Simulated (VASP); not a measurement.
# Mg12H (a cell with a defect) in VASP: single point with PBEsol

Aim: the single point of Mg12H (a cell with a defect) with PBEsol.

Program: VASP 6.6.1. These are calculated values, not measurements. Logs are shortened: lines on timing, memory, paths and dates and some standing lists are left out, and cuts for length are marked.

### Step 1. The cell of the first run

The cell holds a defect, 13 atoms: a = 6.420 Å, b = 9.630 Å, c = 5.213 Å, α = 90.00°, β = 90.00°, γ = 120.00°.

### Step 2. Single point, PBEsol

INCAR reads:

```
SYSTEM = Mg12H
ALGO = Normal
EDIFF = 1E-7
ENCUT = 520
GGA = PS
ISIF = 2
ISMEAR = 0
LASPH = .True.
LCHARG = .False.
LREAL = .False.
LWAVE = .False.
NBANDS = 24
NELM = 100
PREC = Accurate
SIGMA = 0.1
```

KPOINTS reads:

```
k-points
0
Gamma
  4 3 4
  0 0 0
```

POSCAR reads:

```
Mg12H
1.0
    6.4200000000      0.0000000000      0.0000000000
   -4.8150000000      8.3398250000      0.0000000000
    0.0000000000      0.0000000000      5.2130400000
Mg H
12 1
Direct
   -0.0023197387     -0.0008506174     -0.0002206006
    0.1645866206      0.2204880798      0.4997795912
    0.0048297797      0.3291533096     -0.0002706674
    0.1697600887      0.5570419044      0.4997870724
    0.0033423514      0.6742703834     -0.0002451545
    0.1664901729      0.8896481641      0.4996949956
    0.5011386725     -0.0000840545     -0.0002424689
    0.6636569148      0.2181508605      0.4997809340
    0.4924642484      0.3316960488     -0.0002979068
    0.6647510043      0.5578800514      0.4996923101
    0.5028431784      0.6689483293     -0.0003109510
    0.6671937691      0.8900722737      0.4996522183
    0.8398134854      0.4483020927      1.0007970397
```

Potentials or basis: VASP PAW PBE potentials, release 64 (Mg, H).

Run with:

```
> cat potpaw_PBE.64/Mg/POTCAR potpaw_PBE.64/H/POTCAR > POTCAR
> mpirun -np 1 vasp_std > vasp.out
```

OUTCAR:

```text
SYSTEM = Mg12H
   EDIFF = 1E-7
   ENCUT = 520
   GGA = PS
   ISIF = 2
   ISMEAR = 0
   LASPH = .True.
   LREAL = .False.
   NELM = 100
   PREC = Accurate

 ion  position               nearest neighbor table
   1  0.998  0.999  1.000-   5 3.15   3 3.16  11 3.18  12 3.19   9 3.19  12 3.19   7 3.19   2 3.19
                             2 3.19   6 3.20   6 3.20   7 3.23
   2  0.165  0.220  0.500-   3 3.16   3 3.16   9 3.18   9 3.18  12 3.19   6 3.19   1 3.19   1 3.19
                             8 3.20   8 3.22   4 3.22  10 3.23
   3  0.005  0.329  1.000-  13 1.91   9 3.12   1 3.16   2 3.16   2 3.16   7 3.20   8 3.22   8 3.22
                             4 3.23   4 3.23  11 3.24   9 3.30   5 3.33
   4  0.170  0.557  0.500-  10 3.17  11 3.20  11 3.20  12 3.20   6 3.21   2 3.22   3 3.23   3 3.23
                             5 3.23   5 3.23  10 3.25   8 3.26
   5  0.003  0.674  1.000-  13 1.88   1 3.15   6 3.17   6 3.17   7 3.17  11 3.19  10 3.22  10 3.22
                             4 3.23   4 3.23  11 3.23   9 3.29   3 3.33
   6  0.166  0.890  0.500-   5 3.17   5 3.17   8 3.18   2 3.19   1 3.20   1 3.20   7 3.20   7 3.20
                            12 3.21  10 3.21  12 3.21   4 3.21
   7  0.501  1.000  1.000-   5 3.17   8 3.18   8 3.18  12 3.19  12 3.19   1 3.19  11 3.19   6 3.20
                             3 3.20   6 3.20   9 3.22   1 3.23
   8  0.664  0.218  0.500-  12 3.17   6 3.18   7 3.18   7 3.18   2 3.20   2 3.22   3 3.22   3 3.22
                             9 3.22   9 3.23   4 3.26  10 3.27
   9  0.492  0.332  1.000-  13 1.93   3 3.12   2 3.18   2 3.18   1 3.19  11 3.21  10 3.22  10 3.22
                             7 3.22   8 3.22   8 3.23   5 3.29   3 3.30
  10  0.665  0.558  0.500-   4 3.17  11 3.18  11 3.18  12 3.19   6 3.21   5 3.22   5 3.22   9 3.22
                             9 3.22   2 3.23   4 3.25   8 3.27
  11  0.503  0.669  1.000-   1 3.18  10 3.18  10 3.18   5 3.19   7 3.19  12 3.19  12 3.19   4 3.20
                             4 3.20   9 3.21   5 3.23   3 3.24
  12  0.667  0.890  0.500-   8 3.17   2 3.19   1 3.19   1 3.19   7 3.19   7 3.19  10 3.19  11 3.19
                            11 3.19   4 3.20   6 3.21   6 3.21
  13  0.840  0.448  0.001-   5 1.88   3 1.91   9 1.93

  LATTYP: Found a simple monoclinic cell.
 ALAT       =     6.4200000000
 B/A-ratio  =     0.8120000000
 C/A-ratio  =     1.3228757108
 COS(beta)  =    -0.1889822286

  Lattice vectors:

 A1 = (   6.4200000000,   0.0000000000,   0.0000000000)
 A2 = (   0.0000000000,   0.0000000000,   5.2130400000)
 A3 = (  -1.6050000000,  -8.3398250000,   0.0000000000)

Analysis of symmetry for initial positions (statically):
[... 163 lines left out ...]
   EFERMI_NEDOS =   21; number of points for ismear=-14 and -15
   IALGO  =     38    algorithm
   IMIX   =      4    mixing-type and parameters
     AMIX     =   0.40;   BMIX     =  1.00
     AMIX_MAG =   1.60;   BMIX_MAG =  1.00
  volume/ion in A,a.u.               =      21.47       144.89
  Fermi-wavevector in a.u.,A,eV,Ry     =   0.732477  1.384180  7.299827  0.536522
  Thomas-Fermi vector in A             =   1.824949
   LORBIT       =      0    0 simple, 1 ext, 2 COOP (PROOUT), +10 PAW based schemes
   GGA     = PS    functional components
   LHFCALC =     F    Hartree Fock is set to
   AEXX    =    0.0000 exact exchange contribution
   IVDW    =     0    specifies the selected vdW correction
   LEPSILON=     F    determine dielectric tensor
   LRPA    =     F    only Hartree local field effects (RPA)
 non-spin polarized calculation
 Gauss-broadening in eV      SIGMA  =   0.10
  energy-cutoff  :      520.00
  volume of cell :      279.11
 maximum number of plane-waves:      7534
   NGX = 23   NGY = 35   NGZ = 19

 number of electron      25.0000000 magnetization

 Free energy of the ion-electron system (eV)
  ---------------------------------------------------
  ext. energy  EPLUGINS =         0.00000000
  ---------------------------------------------------
  free energy    TOTEN  =       -23.58061690 eV

  energy without entropy =      -23.55607277  energy(sigma->0) =      -23.56834483

 E-fermi :   2.5626     XC(G=0):  -8.5455

 val. band max:        2.5317250572   @ k =   0.5000   0.3333   0.0000
 cond. band min:       2.5803552455   @ k =   0.0000   0.0000   0.2500
 fundamental gap:      0.0486301883
 Fermi energy:         2.5625578101

 k-point     1 :       0.0000    0.0000    0.0000
  band No.  band energies     occupation
      1      -4.7369      2.00000
      2      -2.9818      2.00000
      3      -2.2006      2.00000
      4      -1.2741      2.00000
      5      -0.6130      2.00000
      6      -0.0438      2.00000
[... 637 lines left out ...]
     23       6.8121      0.00000
     24       7.7254      0.00000

 [... further k-points ...]

------------------------ aborting loop because EDIFF is reached ----------------------------------------

  FORCE on cell =-STRESS in cart. coord.  units (eV):
  Direction    XX          YY          ZZ          XY          YZ          ZX
  --------------------------------------------------------------------------------------
  -------------------------------------------------------------------------------------
  Total       -0.8860251     -1.4983847     -0.0761075     -0.9808602      0.0020788     -0.0013381
  in kB       -5.0859678     -8.6010382     -0.4368728     -5.6303405      0.0119325     -0.0076809
  external PRESSURE =      -4.7079596 kB  Pullay stress =       0.0000000 kB

 VOLUME and BASIS-vectors are now :
 -----------------------------------------------------------------------------
  energy-cutoff  :      520.00
  volume of cell :      279.11
      direct lattice vectors                 reciprocal lattice vectors
     6.420000000  0.000000000  0.000000000     0.155763240  0.089929945  0.000000000
    -4.815000000  8.339825000  0.000000000     0.000000000  0.119906593  0.000000000
     0.000000000  0.000000000  5.213040000     0.000000000  0.000000000  0.191826650

 POSITION                                       TOTAL-FORCE (eV/Angst)
 -----------------------------------------------------------------------------------
      1.59420      8.33273      5.21189         0.006325      0.007831     -0.001317
     -0.00500      1.83883      2.60537         0.004822      0.012074     -0.000727
     -1.55387      2.74508      5.21163        -0.023383     -0.012932     -0.000532
     -1.59230      4.64563      2.60541        -0.014648     -0.003720     -0.000439
     -3.22515      5.62330      5.21176        -0.009923      0.052996     -0.001827
     -3.21479      7.41951      2.60493         0.007438     -0.014626      0.001161
     -1.59729      8.33912      5.21178        -0.004604     -0.009674     -0.000905
      3.21028      1.81934      2.60538        -0.009726      0.006800     -0.000070
      1.56450      2.76629      5.21149         0.040766      0.005897     -0.000553
      1.58151      4.65262      2.60492         0.007757     -0.014384      0.000638
      0.00727      5.57891      5.21142         0.003690     -0.001813      0.000194
     -0.00231      7.42305      2.60471        -0.008073     -0.003673      0.001149
      3.23303      3.73876      0.00415        -0.000441     -0.024775      0.003228
 -----------------------------------------------------------------------------------
    total drift:                               -0.000015     -0.000063      0.000007

  FREE ENERGIE OF THE ION-ELECTRON SYSTEM (eV)
  ---------------------------------------------------
  free  energy   TOTEN  =       -23.5806168975 eV

  energy  without entropy=      -23.5560727688  energy(sigma->0) =      -23.56834483
```

OSZICAR:

```text
N       E                     dE             d eps       ncg     rms          rms(c)
DAV:   1     0.193802902584E+02    0.19380E+02   -0.74030E+03  1248   0.745E+02
DAV:   2    -0.220130000296E+02   -0.41393E+02   -0.38941E+02  1488   0.881E+01
DAV:   3    -0.241634047965E+02   -0.21504E+01   -0.21072E+01  1672   0.173E+01
DAV:   4    -0.241884220980E+02   -0.25017E-01   -0.25005E-01  1472   0.204E+00
DAV:   5    -0.241886894110E+02   -0.26731E-03   -0.26731E-03  1632   0.246E-01    0.392E+00
DAV:   6    -0.237005241079E+02    0.48817E+00   -0.44958E-01  1560   0.258E+00    0.203E+00
DAV:   7    -0.235840906029E+02    0.11643E+00   -0.49529E-01  1504   0.258E+00    0.589E-01
DAV:   8    -0.235821233626E+02    0.19672E-02   -0.11480E-01  1376   0.141E+00    0.298E-01
DAV:   9    -0.235808684671E+02    0.12549E-02   -0.71782E-03  1576   0.327E-01    0.887E-02
DAV:  10    -0.235806130316E+02    0.25544E-03   -0.29826E-04  1576   0.798E-02    0.278E-02
DAV:  11    -0.235806153832E+02   -0.23516E-05   -0.86505E-05  1600   0.371E-02    0.136E-02
DAV:  12    -0.235806175332E+02   -0.21500E-05   -0.98480E-06  1520   0.134E-02    0.384E-03
DAV:  13    -0.235806166149E+02    0.91832E-06   -0.41209E-06  1584   0.877E-03    0.520E-04
DAV:  14    -0.235806168565E+02   -0.24161E-06   -0.75121E-07  1384   0.281E-03    0.618E-04
DAV:  15    -0.235806168975E+02   -0.41020E-07   -0.33931E-08   760   0.846E-04
   1 F= -.23580617E+02 E0= -.23568345E+02  d E =-.245441E-01
```

It took 3.1 min on 1 thread of Intel Xeon Platinum 8488C (Sapphire Rapids), shared host; peak memory 0.42 GiB.

What came out:

```yaml
Free_energy: -23.5806 eV
Pressure: -0.5 GPa
Largest_force: 0.054 eV/Å
Band_gap_on_the_k_mesh: zero (an odd number of electrons rules out a gap without spin polarisation)
```

Forces on the atoms (eV/Å):
```
Mg   0.006  0.008 -0.001
Mg   0.005  0.012 -0.001
Mg  -0.023 -0.013 -0.001
Mg  -0.015 -0.004  0.000
Mg  -0.010  0.053 -0.002
Mg   0.007 -0.015  0.001
Mg  -0.005 -0.010 -0.001
Mg  -0.010  0.007  0.000
Mg   0.041  0.006 -0.001
Mg   0.008 -0.014  0.001
Mg   0.004 -0.002  0.000
Mg  -0.008 -0.004  0.001
H    0.000 -0.025  0.003
```

Caveat: the PAW data sets were made with another functional, which shifts forces and pressure a little.
